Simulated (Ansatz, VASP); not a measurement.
SiC3: VASP beside Ansatz

```xyz
4
Lattice="2.6566 0.0000 0.0000 -1.3283 2.3007 0.0000 0.0000 0.0000 8.7758" Properties=species:S:1:pos:R:3 pbc="T T T"
Si    1.3283    0.7669    4.3879
C     0.0000    1.5338    6.5818
C     0.0000    1.5338    2.1939
C     1.3283    0.7669    0.0000
```

Alike in both runs: task single point; functional PBE; k mesh 6 × 6 × 2; occupations gaussian, width 0.1 eV; collinear spin.

|  | VASP | Ansatz |
| --- | --- | --- |
| version | VASP 6.6.1 | Ansatz 0.2.0 |
| potentials or method | VASP PAW PBE potentials, release 64 (Si, C), cutoff 520 eV | scalar-relativistic, plane waves, PAW |
| valence electrons in the cell | 16 | 16 |

|  | VASP | Ansatz | Ansatz less VASP |
| --- | --- | --- | --- |
| gap on the k mesh at the Fermi level (eV) | none | none | - |
| pressure (GPa) | -23.4 | -23.4 | -0.02 |
| traceless stress, the component that is largest in VASP (GPa) | -6.06 | -6.06 | +0.001 |
| rms of the force components (eV/Å) | 0.041 | 0.041 | +0.0002 |
| net moment per atom (μB) | 0.06 | 0.06 | 0.000 |
| size of the moment on the site where the two differ most (μB) | 0.04 | 0.07 | +0.024 |

Site moments also hang on the region over which each program counts them. Atom by atom the forces differ by 0.000 eV/Å (rms over components). A gap of «none» marks a metal or a gap that the smearing closes. The functional is the same, so the differences come from potentials, cutoffs and numerics. Ansatz's warnings: seeded moment not kept.

The k mesh is coarse, so the values compare programs but aren't converged.
